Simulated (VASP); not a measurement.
# Ba5Na4F14 in VASP: a series of runs, part 2 of 2

VASP 6.6.1. Earlier steps stand in the parts before.

## Step 3: Single point, PBE

Input file INCAR:

```
SYSTEM = Ba5Na4F14
ALGO = Normal
EDIFF = 1E-6
ENCUT = 520
GGA = PE
ISIF = 2
ISMEAR = -1
ISYM = 0
LASPH = .TRUE.
LCHARG = .FALSE.
LREAL = Auto
LWAVE = .FALSE.
NBANDS = 105
NELM = 60
PREC = Accurate
SIGMA = 0.1181
```

Input file KPOINTS:

```
k-points
0
G
  1 1 1
  0 0 0
```

Input file POSCAR:

```
Ba5Na4F14
1.0
    7.5902190000      0.3427840000      0.0528720000
    0.3427840000      7.5783980000     -0.1247070000
    0.0528720000     -0.1247070000      7.4653180000
Ba F Na
5 14 4
Direct
    0.6208472780      0.2623527267      0.5789241375
    0.8389226422      0.3766738823      0.0809245302
    0.3383698274      0.9506045807      0.3743544154
    1.0498044584      0.8148644218      0.8028023771
    0.9148209091      0.8296961424      0.3260968261
    0.3351073002      0.7983646751      0.9918022073
    0.9158257962      0.4418696388      0.3613784028
    0.7528818578      0.4960841023      0.7269088591
    0.8005821370      0.7550375095     -0.0211175085
    0.3947472899      0.4552667826      0.7469823624
    0.2145573933      0.7155141270      0.5227266329
    0.7748750296      0.1304905460      0.8393999950
    0.5727098593      0.9455084405      0.6609657091
    0.0478552431      0.0535920612      0.1433598814
   -0.0003531775      0.0582877990      0.5706341739
    0.5344868641      0.5571502248      0.2623404848
    0.0678678346      0.4853201979     -0.0956030918
    0.6414822586      0.0753267780      0.2623762747
    0.2988974301      0.2646131453      0.2685333440
    0.5501360163      0.6724562914      0.6734925713
    0.5675127713      0.9552384936      1.0087628406
    0.3195846342      0.4372585347      0.0600584089
    0.0896982412      0.4315969009      0.5522241155
```

Potentials or basis: VASP PAW PBE potentials, release 64 (Ba_sv, F, Na_pv).

Run with:

```bash
> cat potpaw_PBE.64/Ba_sv/POTCAR potpaw_PBE.64/F/POTCAR potpaw_PBE.64/Na_pv/POTCAR > POTCAR
> mpirun -np 1 vasp_gam > vasp.out
```

OUTCAR:

```text
SYSTEM = Ba5Na4F14
   EDIFF = 1E-6
   ENCUT = 520
   GGA = PE
   ISIF = 2
   ISMEAR = -1
   ISYM = 0
   LASPH = .TRUE.
   LREAL = Auto
   NELM = 60
   PREC = Accurate

 ion  position               nearest neighbor table
   1  0.621  0.262  0.579-   8 2.37  10 2.46  12 2.48  13 2.56  18 2.71  15 3.14  20 3.16   7 3.18
                             3 3.65   5 4.18   2 4.20   2 4.21
   2  0.839  0.377  0.081-   7 2.23  17 2.39  12 2.64  14 2.85  16 2.88   8 2.89   9 2.98  18 3.18
                            22 3.72   5 3.93   1 4.20   1 4.21   4 4.39   5 4.58
   3  0.338  0.951  0.374-  11 2.39  19 2.53  18 2.70  13 2.80  14 2.89  15 2.98   6 3.05  21 3.22
                            16 3.29  20 3.44   5 3.45   1 3.65   4 4.07   5 4.40
   4  0.050  0.815  0.803-   9 2.38  11 2.48  15 2.58   6 2.60  17 2.63  12 3.04  14 3.07  23 3.39
                             5 3.72   5 4.02   3 4.07   2 4.39
   5  0.915  0.830  0.326-  14 2.49  15 2.60  18 2.72   9 2.80  11 2.81   7 2.96   3 3.45  21 3.65
                            23 3.66   4 3.72   2 3.93   4 4.02   1 4.18   3 4.40   2 4.58
   6  0.335  0.798  0.992-  21 2.22   4 2.60   3 3.05
   7  0.916  0.442  0.361-  23 1.95   2 2.23   5 2.96   1 3.18
[... 189 lines left out ...]
      1     -27.0683      2.00000
      2     -26.5136      2.00000
      3     -25.5721      2.00000
      4     -25.2062      2.00000
      5     -24.9997      2.00000
      6     -22.8112      2.00000
[... 92 lines left out ...]
     99       6.3040      0.00000
    100       6.4974      0.00000
 [bands above 100 left out]

------------------------ aborting loop because EDIFF is reached ----------------------------------------

  FORCE on cell =-STRESS in cart. coord.  units (eV):
  Direction    XX          YY          ZZ          XY          YZ          ZX
  --------------------------------------------------------------------------------------
  -------------------------------------------------------------------------------------
  Total       11.9760326      6.6244149     10.9677623      4.4148037      2.1236368     -0.7856558
  in kB       44.7896093     24.7748957     41.0187417     16.5110884      7.9422683     -2.9383032
  external PRESSURE =      36.8610822 kB  Pullay stress =       0.0000000 kB

 VOLUME and BASIS-vectors are now :
 -----------------------------------------------------------------------------
  energy-cutoff  :      520.00
  volume of cell :      428.40
      direct lattice vectors                 reciprocal lattice vectors
     7.590219000  0.342784000  0.052872000     0.132026177 -0.005988805 -0.001035098
     0.342784000  7.578398000 -0.124707000    -0.005988805  0.132261948  0.002251831
     0.052872000 -0.124707000  7.465318000    -0.001035098  0.002251831  0.133997714

 POSITION                                       TOTAL-FORCE (eV/Angst)
 -----------------------------------------------------------------------------------
      4.83291      2.12883      4.32196         0.374058     -0.076658     -0.823607
      6.50100      3.13206      0.60151        -1.761149     -1.225643     -2.612091
      2.91395      7.27336      2.69402         0.607130      1.111786     -1.416161
      0.69979      6.09232      5.89419         0.224130      0.933883      1.633088
      7.24534      6.56069      2.37932        -1.269845      0.208158     -0.737239
      2.86964      6.04151      7.32228        -0.123239      0.239015      0.328358
[... 15 lines left out ...]
      2.57878      3.41578      0.41072         0.438754      0.682112     -0.420191
      0.85797      3.23269      4.07345         1.283743     -0.628629      1.327655
 -----------------------------------------------------------------------------------
    total drift:                                0.000308     -0.001241      0.001215

  FREE ENERGIE OF THE ION-ELECTRON SYSTEM (eV)
  ---------------------------------------------------
  free  energy   TOTEN  =      -111.4808019467 eV

  energy  without entropy=     -111.4808018562  energy(sigma->0) =     -111.48080190
```

OSZICAR:

```text
N       E                     dE             d eps       ncg     rms          rms(c)
DAV:   1     0.257035361373E+04    0.25704E+04   -0.98411E+04   210   0.184E+03
DAV:   2     0.261057968235E+03   -0.23093E+04   -0.22251E+04   234   0.493E+02
DAV:   3    -0.100450028454E+03   -0.36151E+03   -0.35296E+03   227   0.209E+02
DAV:   4    -0.125802394050E+03   -0.25352E+02   -0.25170E+02   292   0.571E+01
DAV:   5    -0.126728900694E+03   -0.92651E+00   -0.92478E+00   316   0.102E+01    0.241E+01
DAV:   6    -0.111573824045E+03    0.15155E+02   -0.67791E+01   292   0.295E+01    0.120E+01
DAV:   7    -0.111601050670E+03   -0.27227E-01   -0.66416E+00   316   0.959E+00    0.624E+00
DAV:   8    -0.111446543029E+03    0.15451E+00   -0.83855E-01   276   0.474E+00    0.172E+00
DAV:   9    -0.111453693877E+03   -0.71508E-02   -0.23259E-01   316   0.374E+00    0.419E-01
DAV:  10    -0.111475799758E+03   -0.22106E-01   -0.85537E-02   300   0.129E+00    0.306E-01
DAV:  11    -0.111479687351E+03   -0.38876E-02   -0.84306E-03   252   0.456E-01    0.159E-01
DAV:  12    -0.111480663371E+03   -0.97602E-03   -0.27983E-03   284   0.227E-01    0.598E-02
DAV:  13    -0.111480751311E+03   -0.87940E-04   -0.41643E-04   308   0.113E-01    0.302E-02
DAV:  14    -0.111480804561E+03   -0.53251E-04   -0.17134E-04   260   0.729E-02    0.221E-02
DAV:  15    -0.111480799942E+03    0.46199E-05   -0.40942E-05   284   0.391E-02    0.885E-03
DAV:  16    -0.111480801281E+03   -0.13390E-05   -0.23379E-05   252   0.216E-02    0.643E-03
DAV:  17    -0.111480801947E+03   -0.66616E-06   -0.38544E-06   196   0.135E-02
   1 F= -.11148080E+03 E0= -.11148080E+03  d E =-.904469E-07
```

Wall time 88 s (1 thread of Intel Xeon Platinum 8259CL at 2.50GHz (Skylake/Cascade Lake), shared host); peak memory 0.42 GiB.

Results:

- Free energy: -111.4808 eV
- Pressure: 3.7 GPa
- Largest force: 3.380 eV/Å

Forces in eV/Å, atoms in the order of the input:
```
Ba   0.374 -0.077 -0.824
Ba  -1.761 -1.226 -2.612
Ba   0.607  1.112 -1.416
Ba   0.224  0.934  1.633
Ba  -1.270  0.208 -0.737
F   -0.123  0.239  0.328
F    0.000  1.304  1.606
F    1.368  0.328  0.025
F   -0.574 -0.030  1.504
F   -0.443 -0.324  0.049
F   -0.701 -0.980 -0.412
F   -0.055 -0.080  1.057
F   -0.764 -0.418 -0.859
F   -0.140 -0.778  0.176
F    0.525 -0.199 -0.973
F    0.395  0.399  0.242
F    0.864  0.280 -0.189
F    0.347 -0.627  0.247
F   -0.042 -0.347  0.911
Na  -0.927  0.208  0.454
Na   0.374  0.020 -1.120
Na   0.439  0.682 -0.420
Na   1.284 -0.629  1.328
```

Caveat: the k points lie up to 0.84 Å⁻¹ apart, too coarse for converged energies, forces and pressures; the atoms stand as in a frame of molecular dynamics; spin-orbit coupling is left out, which moves the levels of the heavy elements.

## Step 4: Single point, PBE

Input file INCAR:

```
SYSTEM = Ba5Na4F14
  ALGO = Normal
  EDIFF = 1E-7
  ENCUT = 520
  GGA = PE
  ISIF = 2
  ISMEAR = -1
  ISYM = 0
  LASPH = .TRUE.
  LCHARG = .FALSE.
  LREAL = Auto
  LWAVE = .FALSE.
  NBANDS = 105
  NELM = 80
  PREC = Accurate
  SIGMA = 0.1181
```

KPOINTS is that of step 3.

Input file POSCAR:

```
Ba5Na4F14
1.0
    7.5902190000      0.3427840000      0.0528720000
    0.3427840000      7.5783980000     -0.1247070000
    0.0528720000     -0.1247070000      7.4653180000
Ba F Na
5 14 4
Direct
    0.6522788973      0.2411489357      0.5451528884
    0.8077625171      0.3797805388      0.0607675751
    0.3342565693      0.9698109247      0.3558739759
    1.0593472737      0.8666184460      0.8276263084
    0.8652733780      0.8040050573      0.3139373734
    0.3295372783      0.8575357755      1.0443400293
    0.9240106165      0.4584913379      0.3384885667
    0.8339070699      0.5047339397      0.7465954593
    0.7218907010      0.7499567757     -0.0310126033
    0.3969293310      0.4044440147      0.7641570730
    0.1651566252      0.7817727056      0.5399998189
    0.7260358292      0.1144497211      0.8385255276
    0.5096262335      0.9277608636      0.6105254077
    0.0448660224      0.1197096323      0.0652617173
   -0.0217523661      0.0526769721      0.5138901355
    0.6164460702      0.5574004154      0.2985962550
    0.1070930282      0.4988198476      0.0147715213
    0.6464178965      0.0550581707      0.2356358741
    0.3846863338      0.2943931378      0.3727913197
    0.5308783547      0.6685832085      0.7998448835
    0.5395033187      0.9897528441      0.9695532713
    0.4095810688      0.4763997106      0.0955475719
    0.1071870539      0.3408084211      0.6447101117
```

Run with:

```bash
> cat potpaw_PBE.64/Ba_sv/POTCAR potpaw_PBE.64/F/POTCAR potpaw_PBE.64/Na_pv/POTCAR > POTCAR
> mpirun -np 1 vasp_gam > vasp.out
```

Wall time 1.7 min (1 thread of Intel Xeon Platinum 8259CL at 2.50GHz (Skylake/Cascade Lake), shared host); peak memory 0.42 GiB.

The run converged. Its results:

* Free energy: -111.7403 eV
* Pressure: 3.5 GPa
* Largest force: 2.003 eV/Å

Forces in eV/Å, atoms in the order of the input:
```
Ba   0.899  1.732  0.277
Ba   0.891 -0.695 -0.963
Ba  -1.370  0.556 -0.974
Ba  -1.462 -0.315  1.333
Ba   0.151 -1.427 -0.084
F   -0.278 -1.198 -0.827
F    1.118  0.138  1.613
F   -0.090 -0.490 -0.885
F    0.670  0.404  1.046
F    0.450  0.194  0.398
F    0.303 -1.494 -0.728
F    0.772  0.196  0.086
F    0.757 -0.376  1.129
F    0.134 -0.741  0.121
F   -0.082  0.857  0.313
F   -1.120  0.831 -0.148
F    0.334  1.002 -0.194
F   -0.002  0.114 -0.023
F   -0.972 -0.035 -0.343
Na  -0.121 -0.300 -1.194
Na   0.411  0.408 -0.313
Na  -1.445 -0.151  0.533
Na   0.053  0.790 -0.174
```

Stress tensor (GPa, compression positive):
```
 3.97 -0.67 -0.21
-0.67  1.61  1.58
-0.21  1.58  4.97
```

Levels at points of the mesh, in eV from the Fermi level:
```
           k point  band 85  band 86  band 87  band 88  band 89  band 90  band 91  band 92
(0.00, 0.00, 0.00)    -2.58    -2.53    -2.37    -2.08     2.07     3.34     3.70     3.87
```

Caveat: the k points lie up to 0.84 Å⁻¹ apart, too coarse for converged energies, forces and pressures; the atoms stand as in a frame of molecular dynamics; spin-orbit coupling is left out, which moves the levels of the heavy elements.

## Step 5: Single point, PBE

Input file INCAR:

```
PREC     = Accurate       # precision mode
ENCUT    = 520            # plane-wave cutoff, eV
EDIFF    = 1E-6           # SCF threshold, eV
ISMEAR   = -1             # smearing method
SIGMA    = 0.0655         # smearing width, eV
LREAL    = Auto         
LASPH    = T              # aspherical terms in the spheres
NELM     = 80             # most SCF steps
ALGO     = Normal         # electronic algorithm
ISIF     = 2              # what is computed and relaxed
LWAVE    = F              # write WAVECAR
LCHARG   = T              # write CHGCAR
GGA      = PE             # functional
LELF     = T              # ELF
LVHAR    = T            
NBANDS   = 105            # bands
ISYM     = 0
```

Input file KPOINTS:

```
Automatic mesh
0
Gamma
  1 1 1
```

Input file POSCAR:

```
Ba5Na4F14
1.0
    7.5902190000      0.3427840000      0.0528720000
    0.3427840000      7.5783980000     -0.1247070000
    0.0528720000     -0.1247070000      7.4653180000
Ba F Na
5 14 4
Direct
    0.6192547238      0.3090314186      0.5486836790
    0.8472386697      0.3495644737      0.0589507284
    0.3108112574      0.9357304777      0.3420345828
    0.0709652378      0.8221330554      0.8078235479
    0.8495131561      0.7657529130      0.3116253439
    0.3805342292      0.8462779796     -0.0024906933
    0.9719373570      0.4363811667      0.3513414317
    0.8240300100      0.5357867588      0.6938953230
    0.7757082246      0.7373405350      0.9995301313
    0.4296517519      0.3959856739      0.8410416861
    0.1709735091      0.7015924040      0.5002642583
    0.7563707884      0.1202863730      0.8592606124
    0.5163898356      0.9648610429      0.6426677822
    0.0019831437     -0.0172616392      0.1416537782
    1.0237831334      0.0839225670      0.5899435590
    0.5651254855      0.6213819039      0.3146283063
    0.0799394289      0.5177712677     -0.0494302930
    0.6115918081      0.0599390922      0.2486964041
    0.3240850373      0.2815680859      0.3887607316
    0.5815080607      0.7167921932      0.7875354419
    0.4935268295      1.0428083090      0.9276985582
    0.3067548508      0.4639588867      0.1537263621
    0.1100941286      0.4364322746      0.5934228472
```

Run with:

```bash
> cat potpaw_PBE.64/Ba_sv/POTCAR potpaw_PBE.64/F/POTCAR potpaw_PBE.64/Na_pv/POTCAR > POTCAR
> mpirun -np 1 vasp_gam > vasp.out
```

Wall time 87 s (1 thread of Intel Xeon Platinum 8259CL at 2.50GHz (Skylake/Cascade Lake), shared host); peak memory 0.42 GiB.

Results (log left out):

* Free energy: -113.8816 eV
* Pressure: 1.6 GPa
* Largest force: 2.956 eV/Å

Forces on the atoms (eV/Å):
```
Ba   0.447 -0.891  0.303
Ba  -0.822 -0.588 -0.511
Ba   0.502  1.011 -0.007
Ba  -0.996  0.981  1.085
Ba  -0.523  1.009  0.904
F   -1.826 -2.024  0.416
F   -0.446 -0.010 -0.517
F   -0.280  0.146 -0.323
F   -0.063 -0.283 -0.348
F    0.389  0.094  0.031
F   -0.074 -0.504 -0.006
F   -0.006  0.016 -0.474
F   -0.358 -0.226 -0.597
F    1.037  0.515 -0.205
F    0.271 -0.328 -0.269
F   -0.533 -0.727  0.168
F    1.007 -0.060  0.281
F    0.196  0.329  0.152
F    0.008  0.303 -0.050
Na   0.100 -0.296  0.248
Na   1.647  2.426 -0.376
Na   0.170  0.069 -0.163
Na   0.154 -0.962  0.255
```

Stress tensor (GPa, compression positive):
```
 1.94  1.85 -0.85
 1.85  1.25  1.44
-0.85  1.44  1.59
```

Levels at points of the mesh, in eV from the Fermi level:
```tsv
k point	band 84	band 85	band 86	band 87	band 88	band 89	band 90	band 91	band 92	band 93
(0.00, 0.00, 0.00)	-1.96	-1.91	-1.90	-1.83	-1.61	3.17	4.55	4.82	5.18	5.33
```

Caveat: the k points lie up to 0.84 Å⁻¹ apart, too coarse for converged energies, forces and pressures; the atoms stand as in a frame of molecular dynamics; spin-orbit coupling is left out, which moves the levels of the heavy elements.

## Step 6: Single point, PBE

Input file INCAR:

```
PREC = Accurate
ENCUT = 520
EDIFF = 1E-7
ISMEAR = -1
SIGMA = 0.0655
LREAL = Auto
LASPH = T
NELM = 60
ALGO = Normal
ISIF = 2
LWAVE = F
LCHARG = F
GGA = PE
ISYM = 0
NBANDS = 105
```

KPOINTS is that of step 5.

Input file POSCAR:

```
Ba5Na4F14
1.0
    7.5902190000      0.3427840000      0.0528720000
    0.3427840000      7.5783980000     -0.1247070000
    0.0528720000     -0.1247070000      7.4653180000
Ba F Na
5 14 4
Direct
    0.5819361096      0.2966303330      0.5516218804
    0.8498602640      0.3414266149      0.0501758233
    0.2953105104      0.9427445238      0.3388336818
    0.0613683378      0.8374428991      0.8123174826
    0.8304146869      0.7833302129      0.3270464936
    0.3469905998      0.8347290049     -0.0328414057
    0.9713924823      0.4144145820      0.3201058463
    0.7940111547      0.6354741225      0.6043857895
    0.7939475501      0.7137375352      0.9885461640
    0.4371955924      0.3603985208      0.8233064972
    0.1580765979      0.6973850935      0.4525562042
    0.7722543080      0.1353357700      0.8172897240
    0.5297829189      0.9060799278      0.5949258728
    0.0026415635      0.0440424497      0.1094701843
    1.0311573949      0.0445764895      0.5466303842
    0.6035937320      0.5575725435      0.2926774173
    0.0756927970      0.5070846748     -0.1189366643
    0.6150532577      0.0794473602      0.2118095366
    0.3313992801      0.2744574617      0.3367994537
    0.5783356633      0.6881608348      0.7791295307
    0.5265057976      1.0312945656      0.9326375965
    0.3290719286      0.4453340981      0.0688945318
    0.1407568950      0.3801085110      0.5282044373
```

Potentials or basis: VASP PAW PBE potentials, release 64 (Ba_sv, F, Na_pv).

Run with:

```bash
> cat potpaw_PBE.64/Ba_sv/POTCAR potpaw_PBE.64/F/POTCAR potpaw_PBE.64/Na_pv/POTCAR > POTCAR
> mpirun -np 1 vasp_gam > vasp.out
```

Run time: 98 s. Hardware: 1 thread of Intel Xeon Platinum 8259CL at 2.50GHz (Skylake/Cascade Lake), shared host; peak memory 0.43 GiB.

The run converged. Its results:

- Free energy: -113.6929 eV
- Pressure: 3.1 GPa
- Largest force: 3.161 eV/Å

Forces in eV/Å, atoms in the order of the input:
```
Ba   2.343 -0.318 -2.098
Ba  -0.852  0.589 -0.411
Ba   0.575  0.247 -1.026
Ba  -1.594 -0.084 -0.310
Ba  -0.137  0.584 -0.144
F    0.493 -0.391  0.404
F    0.109  0.431  0.612
F    0.186 -0.869  0.719
F   -0.525  0.163 -0.017
F   -0.201  0.189  0.701
F   -0.033 -0.847  0.531
F   -0.577 -0.600 -0.909
F   -0.488  0.816 -0.047
F    0.878 -0.774  0.260
F    0.238  0.367 -0.185
F   -0.769 -0.495 -0.313
F    0.935 -0.505 -0.031
F    0.034 -0.138  0.256
F   -0.043  0.300 -0.031
Na  -0.035  0.240  0.448
Na   0.657  0.308 -0.124
Na  -0.436  0.301  0.942
Na  -0.757  0.486  0.775
```

Stress tensor (GPa, compression positive):
```
 4.27 -0.48 -0.55
-0.48  1.42  2.38
-0.55  2.38  3.64
```

Levels at points of the mesh, in eV from the Fermi level:
```csv
k point,band 84,band 85,band 86,band 87,band 88,band 89,band 90,band 91,band 92,band 93
"(0.00, 0.00, 0.00)",-2.02,-1.94,-1.88,-1.71,-1.66,3.06,4.71,4.90,5.06,5.18
```

Caveat: the k points lie up to 0.84 Å⁻¹ apart, too coarse for converged energies, forces and pressures; the atoms stand as in a frame of molecular dynamics; spin-orbit coupling is left out, which moves the levels of the heavy elements.

## Step 7: Overview

| cell | smearing | pressure (GPa) | largest force (eV/Å) |
| --- | --- | --- | --- |
| as given, atomic positions A | fermi-dirac 0.1181 eV | 4.4 | 2.55 |
| as given, atomic positions B | fermi-dirac 0.1181 eV | 3.7 | 3.38 |
| as given, atomic positions C | fermi-dirac 0.1181 eV | 3.5 | 2.00 |
| as given, atomic positions D | fermi-dirac 0.0655 eV | 1.6 | 2.96 |
| as given, atomic positions E | fermi-dirac 0.0655 eV | 3.1 | 3.16 |

Alike in all rows: task single point; level PBE; potentials or basis VASP PAW PBE potentials, release 64 (Ba_sv, F, Na_pv); no spin polarisation; k mesh 1 × 1 × 1; cutoff (eV) 520.

Caveats: all runs use coarse meshes; the atoms stand as in a frame of molecular dynamics; spin-orbit coupling is left out, which moves the levels of the heavy elements.

Total energies depend on the potentials used, so only differences within one code and one set of settings carry meaning.
